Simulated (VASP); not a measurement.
Runs of VASP 6.6.1 on Ta2N. The structure is that of space group P-3m1 (No. 164), or close to it. The cells are those of the table. 

| cell | gap on the mesh (eV) | pressure (GPa) | largest force (eV/Å) |
| --- | --- | --- | --- |
| a = 3.144, b = 3.144, c = 4.660 Å, angles 90.0, 90.0, 120.0°, 3 atoms | none | -6.0 | 0.49 |
| a = 2.980, b = 2.980, c = 4.785 Å, angles 90.0, 90.0, 120.0°, 3 atoms | none | 21.6 | (b) |
| a = 3.116, b = 3.116, c = 4.744 Å, angles 90.0, 90.0, 120.0°, 3 atoms | none | -6.3 | 0.31 |
| a = 3.033, b = 3.033, c = 4.618 Å, angles 90.0, 90.0, 120.0°, 3 atoms | none | 21.7 | 0.26 |
| a = 3.173, b = 3.173, c = 4.578 Å, angles 90.0, 90.0, 120.0°, 3 atoms | none | (c) | 0.67 |
| a = 3.006, b = 3.006, c = 4.700 Å, angles 90.0, 90.0, 120.0°, 3 atoms | none | 21.6 | 0.51 |
| a = 3.089, b = 3.089, c = 4.829 Å, angles 90.0, 90.0, 120.0°, 3 atoms | none | -6.4 | 0.12 |
| a = 3.061, b = 3.061, c = 4.916 Å, angles 90.0, 90.0, 120.0°, 3 atoms | none | -6.4 | 0.07 |
| a = 3.060, b = 3.060, c = 4.536 Å, angles 90.0, 90.0, 120.0°, 3 atoms | none | 21.9 | (d) |
| a = 2.927, b = 2.927, c = 4.958 Å, angles 90.0, 90.0, 120.0°, 3 atoms | none | 22.3 | 1.21 |
| a = 2.953, b = 2.953, c = 4.871 Å, angles 90.0, 90.0, 120.0°, 3 atoms | none | 21.8 | 0.98 |
| a = 3.088, b = 3.088, c = 4.456 Å, angles 90.0, 90.0, 120.0°, 3 atoms | none | 22.2 | (a) |

Alike in all rows: task single point; level LDA; potentials or basis VASP PAW LDA potentials, release 64 (Ta_pv, N); no spin polarisation; k mesh 18 × 18 × 10; cutoff (eV) 520; smearing gaussian 0.15 eV.

Q: Fill in the values left out.

A: (a) 0.19; (b) 0.75; (c) -5.6; (d) 0.04.

Caveats: spin-orbit coupling is left out, which moves the levels of the heavy elements; forces of over 1 eV/Å act on the atoms, so gaps and moduli don't describe the material at rest (some runs).

A k mesh can miss the band edges, and the runs leave out spin-orbit coupling on Ta.

A gap of «none» marks levels without a gap at the run's occupations.
